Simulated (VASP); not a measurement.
# LiCl in VASP: a series of runs

Runs on LiCl. Level: PBE. Tasks: single point.

Everything below comes from runs of VASP 6.6.1. Logs are shortened: lines on timing, memory, paths and dates and some standing lists are left out, and cuts for length are marked.

**1. The cell of the first run**

It takes space group Fm-3m (No. 225, cubic). The conventional cell has a = 5.258 Å, b = 5.258 Å, c = 5.258 Å, α = 90.00°, β = 90.00°, γ = 90.00°. Within 3.5 Å of Li (site symmetry m-3m) lie 6 Cl at 2.63 Å. Within 3.5 Å of Cl (site symmetry m-3m) lie 6 Li at 2.63 Å.

**2. Single point, PBE (strain +0.025 along x and y, +0.025 along z)**

Contents of INCAR:

```
SYSTEM = LiCl
ALGO = Normal
EDIFF = 1E-6
ENCUT = 520
GGA = PE
ISIF = 2
ISMEAR = 0
LASPH = .TRUE.
LCHARG = .FALSE.
LREAL = .FALSE.
LWAVE = .FALSE.
NBANDS = 12
NELM = 80
PREC = Accurate
SIGMA = 0.05
```

Contents of KPOINTS:

```
k-points
0
G
  8 8 8
  0 0 0
```

Contents of POSCAR:

```
LiCl
1.0
    0.0000000000      2.6288790000      2.6288790000
    2.6288790000      0.0000000000      2.6288790000
    2.6288790000      2.6288790000      0.0000000000
Li Cl
1 1
Direct
    0.0000000000      0.0000000000      0.0000000000
    0.5000000000      0.5000000000      0.5000000000
```

Potentials or basis: VASP PAW PBE potentials, release 64 (Li_sv, Cl).

Command:

```sh
> cat potpaw_PBE.64/Li_sv/POTCAR potpaw_PBE.64/Cl/POTCAR > POTCAR
> mpirun -np 1 vasp_std > vasp.out
```

OUTCAR:

```text
SYSTEM = LiCl
   EDIFF = 1E-6
   ENCUT = 520
   GGA = PE
   ISIF = 2
   ISMEAR = 0
   LASPH = .TRUE.
   LREAL = .FALSE.
   NELM = 80
   PREC = Accurate

 ion  position               nearest neighbor table
   1  0.000  0.000  0.000-   2 2.63   2 2.63   2 2.63   2 2.63   2 2.63   2 2.63
   2  0.500  0.500  0.500-   1 2.63   1 2.63   1 2.63   1 2.63   1 2.63   1 2.63

  LATTYP: Found a face centered cubic cell.
 ALAT       =     5.2577580000

  Lattice vectors:

 A1 = (   0.0000000000,   2.6288790000,   2.6288790000)
 A2 = (   2.6288790000,   0.0000000000,   2.6288790000)
 A3 = (   2.6288790000,   2.6288790000,   0.0000000000)

Analysis of symmetry for initial positions (statically):
=====================================================================
 Subroutine PRICEL returns:
 Original cell was already a primitive cell.

 Routine SETGRP: Setting up the symmetry group for a
 face centered cubic supercell.

 Subroutine GETGRP returns: Found 48 space group operations
 (whereof 48 operations were pure point group operations)
 out of a pool of 48 trial point group operations.

The static configuration has the point symmetry O_h .

Analysis of symmetry for dynamics (positions and initial velocities):
=====================================================================
 Subroutine PRICEL returns:
 Original cell was already a primitive cell.

 Routine SETGRP: Setting up the symmetry group for a
 face centered cubic supercell.

 Subroutine GETGRP returns: Found 48 space group operations
 (whereof 48 operations were pure point group operations)
 out of a pool of 48 trial point group operations.

The dynamic configuration has the point symmetry O_h .

 Subroutine INISYM returns: Found 48 space group operations
 (whereof 48 operations are pure point group operations),
 and found     1 'primitive' translations

----------------------------------------------------------------------------------------

                                     Primitive cell

  volume of cell :      36.3364

  direct lattice vectors                    reciprocal lattice vectors
     0.000000000  2.628879000  2.628879000    -0.190195136  0.190195136  0.190195136
     2.628879000  0.000000000  2.628879000     0.190195136 -0.190195136  0.190195136
     2.628879000  2.628879000  0.000000000     0.190195136  0.190195136 -0.190195136

  length of vectors
     3.717796336  3.717796336  3.717796336     0.329427640  0.329427640  0.329427640
[... 89 lines left out ...]
   POTIM  = 0.5000    time-step for ionic-motion
   TEBEG  =    0.0;   TEEND  =   0.0 temperature during run
   PSTRESS=    0.0 pullay stress
   NELECT =      10.0000    total number of electrons
   NUPDOWN=      -1.0000    fix difference up-down
   EMIN   =  10.00;   EMAX   =-10.00  energy-range for DOS
   EFERMI =   0.00;   METHOD = LEGACY
   ISMEAR =     0;   SIGMA  =   0.05  broadening in eV -4-tet -1-fermi 0-gaus
   EFERMI_NEDOS =   21; number of points for ismear=-14 and -15
   IALGO  =     38    algorithm
   IMIX   =      4    mixing-type and parameters
     AMIX     =   0.40;   BMIX     =  1.00
     AMIX_MAG =   1.60;   BMIX_MAG =  1.00
  volume/ion in A,a.u.               =      18.17       122.61
  Fermi-wavevector in a.u.,A,eV,Ry     =   1.064864  2.012302 15.428133  1.133936
  Thomas-Fermi vector in A             =   2.200397
   LORBIT       =      0    0 simple, 1 ext, 2 COOP (PROOUT), +10 PAW based schemes
   GGA     = PE    functional components
   LHFCALC =     F    Hartree Fock is set to
   AEXX    =    0.0000 exact exchange contribution
   IVDW    =     0    specifies the selected vdW correction
   LEPSILON=     F    determine dielectric tensor
   LRPA    =     F    only Hartree local field effects (RPA)
 non-spin polarized calculation
 Gauss-broadening in eV      SIGMA  =   0.05
  energy-cutoff  :      520.00
  volume of cell :       36.34
 maximum number of plane-waves:       992
   NGX = 13   NGY = 13   NGZ = 13

 number of electron      10.0000003 magnetization

 Free energy of the ion-electron system (eV)
  ---------------------------------------------------
  ext. energy  EPLUGINS =         0.00000000
  ---------------------------------------------------
  free energy    TOTEN  =        -7.37365638 eV

  energy without entropy =       -7.37365638  energy(sigma->0) =       -7.37365638

 E-fermi :   0.3064     XC(G=0):  -8.4150

 val. band max:        0.0500489257   @ k =   0.0000   0.0000   0.0000
 cond. band min:       5.9882078188   @ k =   0.0000   0.0000   0.0000
 fundamental gap:      5.9381588930
 Fermi energy:         0.3064272950

 k-point     1 :       0.0000    0.0000    0.0000
  band No.  band energies     occupation
      1     -43.6167      2.00000
      2     -13.1030      2.00000
      3       0.0500      2.00000
      4       0.0500      2.00000
      5       0.0500      2.00000
      6       5.9882      0.00000
      7      11.9167      0.00000
      8      11.9167      0.00000
      9      11.9167      0.00000
     10      14.1291      0.00000
     11      14.1291      0.00000
     12      14.1291      0.00000
[... 331 lines left out ...]
 k-point    24 :      -0.3750    0.2500    0.1250
  band No.  band energies     occupation
      1     -43.6147      2.00000
      2     -12.5327      2.00000
      3      -2.2209      2.00000
      4      -1.0955      2.00000
      5      -0.4576      2.00000
      6       8.0992      0.00000
      7       9.2447      0.00000
      8      10.4202      0.00000
      9      11.3203      0.00000
     10      15.2269      0.00000
     11      15.6955      0.00000
     12      17.7768      0.00000

 [... further k-points ...]

------------------------ aborting loop because EDIFF is reached ----------------------------------------

  FORCE on cell =-STRESS in cart. coord.  units (eV):
  Direction    XX          YY          ZZ          XY          YZ          ZX
  --------------------------------------------------------------------------------------
  -------------------------------------------------------------------------------------
  Total       -0.4130674     -0.4130674     -0.4130674      0.0000000      0.0000000      0.0000000
  in kB      -18.2133447    -18.2133447    -18.2133447      0.0000000      0.0000000      0.0000000
  external PRESSURE =     -18.2133447 kB  Pullay stress =       0.0000000 kB

 VOLUME and BASIS-vectors are now :
 -----------------------------------------------------------------------------
  energy-cutoff  :      520.00
  volume of cell :       36.34
      direct lattice vectors                 reciprocal lattice vectors
     0.000000000  2.628879000  2.628879000    -0.190195136  0.190195136  0.190195136
     2.628879000  0.000000000  2.628879000     0.190195136 -0.190195136  0.190195136
     2.628879000  2.628879000  0.000000000     0.190195136  0.190195136 -0.190195136

 POSITION                                       TOTAL-FORCE (eV/Angst)
 -----------------------------------------------------------------------------------
      0.00000      0.00000      0.00000         0.000000      0.000000      0.000000
      2.62888      2.62888      2.62888        -0.000000     -0.000000     -0.000000
 -----------------------------------------------------------------------------------
    total drift:                                0.000000      0.000000      0.000000

  FREE ENERGIE OF THE ION-ELECTRON SYSTEM (eV)
  ---------------------------------------------------
  free  energy   TOTEN  =        -7.3736563775 eV

  energy  without entropy=       -7.3736563775  energy(sigma->0) =       -7.37365638
```

OSZICAR:

```text
N       E                     dE             d eps       ncg     rms          rms(c)
DAV:   1     0.419138322518E+02    0.41914E+02   -0.40464E+03   696   0.773E+02
DAV:   2    -0.473930864477E+01   -0.46653E+02   -0.44698E+02   880   0.144E+02
DAV:   3    -0.738328266678E+01   -0.26440E+01   -0.26363E+01   936   0.356E+01
DAV:   4    -0.744571032889E+01   -0.62428E-01   -0.62408E-01   960   0.557E+00
DAV:   5    -0.744665569600E+01   -0.94537E-03   -0.94536E-03   944   0.604E-01    0.232E+00
DAV:   6    -0.736621875552E+01    0.80437E-01   -0.18047E-01   880   0.194E+00    0.165E+00
DAV:   7    -0.736870519653E+01   -0.24864E-02   -0.53347E-02  1048   0.119E+00    0.920E-01
DAV:   8    -0.737362113646E+01   -0.49159E-02   -0.72646E-03   824   0.590E-01    0.160E-01
DAV:   9    -0.737358237504E+01    0.38761E-04   -0.26136E-04   888   0.113E-01    0.615E-02
DAV:  10    -0.737364604436E+01   -0.63669E-04   -0.16647E-04   808   0.856E-02    0.582E-02
DAV:  11    -0.737365547056E+01   -0.94262E-05   -0.19685E-05   896   0.284E-02    0.208E-03
DAV:  12    -0.737365679012E+01   -0.13196E-05   -0.76799E-07   820   0.634E-03    0.496E-03
DAV:  13    -0.737365637753E+01    0.41259E-06   -0.22561E-07   448   0.321E-03
   1 F= -.73736564E+01 E0= -.73736564E+01  d E =-.983878E-15
```

stdout:

```text
POSCAR found type information on POSCAR LiCl
 POSCAR found :  2 types and       2 ions
 scaLAPACK will be used
 LDA part: xc-table for (Slater+PW92), standard interpolation
 POSCAR, INCAR and KPOINTS ok, starting setup
 FFT: planning ... GRIDC
 FFT: planning ... GRID_SOFT
 FFT: planning ... GRID
 WAVECAR not read
 entering main loop
```

Wall time 19 s (1 thread of Intel Xeon Platinum 8259CL at 2.50GHz (Skylake/Cascade Lake), shared host); peak memory 0.15 GiB.

What came out:

```
Free energy            : -7.3737 eV
Band gap on the k mesh : 5.94 eV
```

Caveat: the cell differs from its parent crystal (strain +0.025 along x and y, +0.025 along z); the cutoff is under 1.25 times the usual one of these potentials, so pressure, stress and relaxed cells hold a basis-set (Pulay) error. A k mesh can miss the band edges.

**3. Single point, PBE (strain +0.050 along x and y, +0.050 along z)**

Contents of INCAR:

```
SYSTEM = LiCl
PREC     = Accurate       ! precision mode
ENCUT    = 520            ! plane-wave cutoff, eV
EDIFF    = 1E-6           ! SCF threshold, eV
ISMEAR   = 0              ! smearing method
SIGMA    = 0.05           ! smearing width, eV
LREAL    = .FALSE.        ! projectors in reciprocal space
LASPH    = .TRUE.         ! aspherical terms in the spheres
NELM     = 80             ! most SCF steps
ALGO     = Normal         ! electronic algorithm
ISIF     = 2              ! what is computed and relaxed
LWAVE    = .FALSE.        ! write WAVECAR
LCHARG   = .FALSE.        ! write CHGCAR
GGA      = PE             ! functional
NBANDS   = 12             ! bands
```

Contents of KPOINTS:

```
Automatic mesh
0
G
  8 8 8
  0 0 0
```

Contents of POSCAR:

```
LiCl
1.0
    0.0000000000      2.6929980000      2.6929980000
    2.6929980000      0.0000000000      2.6929980000
    2.6929980000      2.6929980000      0.0000000000
Li Cl
1 1
Direct
    0.0000000000      0.0000000000      0.0000000000
    0.5000000000      0.5000000000      0.5000000000
```

Potentials or basis: VASP PAW PBE potentials, release 64 (Li_sv, Cl).

Command:

```sh
> cat potpaw_PBE.64/Li_sv/POTCAR potpaw_PBE.64/Cl/POTCAR > POTCAR
> mpirun -np 1 vasp_std > vasp.out
```

Run time: 19 s. Hardware: 1 thread of Intel Xeon Platinum 8259CL at 2.50GHz (Skylake/Cascade Lake), shared host; peak memory 0.15 GiB.

The run converged. Its results:

```yaml
Free_energy: -7.3308 eV
Band_gap_on_the_k_mesh: 5.59 eV
```

Levels at points of the mesh, in eV from the valence-band top:
```csv
k point,band 1,band 2,band 3,band 4,band 5,band 6,band 7,band 8,band 9,band 10
"(0.00, 0.00, 0.00)",-43.83,-12.94,0.00,0.00,0.00,5.59,11.78,11.78,11.78,13.64
"(0.50, 0.00, 0.00)",-43.83,-12.55,-2.27,-0.20,-0.20,6.59,9.38,9.38,11.55,15.91
"(0.50, 0.50, 0.00)",-43.83,-12.39,-2.29,-0.86,-0.86,7.54,8.45,11.27,13.03,13.03
```

Caveat: the cell differs from its parent crystal (strain +0.050 along x and y, +0.050 along z); the cutoff is under 1.25 times the usual one of these potentials, so pressure, stress and relaxed cells hold a basis-set (Pulay) error.

**4. Single point, PBE (strain -0.050 along x and y, -0.025 along z)**

Contents of INCAR:

```
SYSTEM = LiCl
PREC = Accurate ; ENCUT = 520
EDIFF = 1E-6 ; ISMEAR = 0
SIGMA = 0.05 ; LREAL = .False.
LASPH = .True. ; NELM = 60
ALGO = Normal ; ISIF = 2
LWAVE = .False. ; LCHARG = .True.
GGA = PE ; LELF = .True.
LVHAR = .True. ; NBANDS = 12
```

Contents of KPOINTS:

```
Automatic mesh
0
Gamma
  8 8 8
  0 0 0
```

Contents of POSCAR:

```
LiCl
1.0
    0.0000000000      2.4365220000      2.5006410000
    2.4365220000      0.0000000000      2.5006410000
    2.4365220000      2.4365220000      0.0000000000
Li Cl
1 1
Direct
    0.0000000000      0.0000000000      0.0000000000
    0.5000000000      0.5000000000      0.5000000000
```

Command:

```sh
> cat potpaw_PBE.64/Li_sv/POTCAR potpaw_PBE.64/Cl/POTCAR > POTCAR
> mpirun -np 1 vasp_std > vasp.out
```

Run time: 41 s. Hardware: 1 thread of Intel Xeon Platinum 8259CL at 2.50GHz (Skylake/Cascade Lake), shared host; peak memory 0.16 GiB.

It converged, with:

```
Free energy            : -7.3099 eV
Band gap on the k mesh : 6.83 eV (least direct gap 7.10 eV)
```

Levels at points of the mesh, in eV from the valence-band top:
| k point | band 1 | band 2 | band 3 | band 4 | band 5 | band 6 | band 7 | band 8 | band 9 | band 10 |
| --- | --- | --- | --- | --- | --- | --- | --- | --- | --- | --- |
| (0.00, 0.00, 0.00) | -43.39 | -13.94 | -0.07 | -0.07 | 0.00 | 7.10 | 11.81 | 12.06 | 12.06 | 14.69 |
| (0.50, 0.00, 0.00) | -43.38 | -13.19 | -3.42 | -0.41 | -0.32 | 6.83 | 9.38 | 9.60 | 14.32 | 17.52 |
| (0.50, 0.50, 0.00) | -43.38 | -12.88 | -3.58 | -1.34 | -1.34 | 8.10 | 8.18 | 13.28 | 15.23 | 15.23 |
| (0.50, 0.00, 0.50) | -43.38 | -12.82 | -3.57 | -1.54 | -1.34 | 7.98 | 8.10 | 13.68 | 14.72 | 15.34 |

Caveat: the cell differs from its parent crystal (strain -0.050 along x and y, -0.025 along z); the cutoff is under 1.25 times the usual one of these potentials, so pressure, stress and relaxed cells hold a basis-set (Pulay) error. A k mesh can miss the band edges.

[end of part 1 of 2]
